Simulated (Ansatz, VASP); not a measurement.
# Sc: VASP beside Ansatz

```
Sc
1.0
    -1.55140    1.55140    1.55140
     1.55140   -1.55140    1.55140
     1.55140    1.55140   -1.55140
Sc
1
Cartesian
  0.0000 0.0000 0.0000
```

Change from the starting cell: volume scaled by 0.6, LAPW.

Alike in both runs: task single point; functional PBE; k mesh 16 × 16 × 16; occupations fermi-dirac, width 0.05 eV; no spin polarisation.

```csv
,VASP,Ansatz
version,VASP 6.6.1,Ansatz 0.2.0
potentials or method,"VASP PAW PBE potentials, release 64 (Sc_sv), cutoff 520 eV","all-electron LAPW, scalar-relativistic"
```

Ansatz gave:

| Property | Result |
| --- | --- |
| pressure (GPa) | 56.5 |

Which values does VASP return?

Pressure (GPa): 57.0.

Both programs put the cell under a high pressure, so it lies far from rest at this level. Ansatz ran all-electron here, and VASP with PAW potentials.
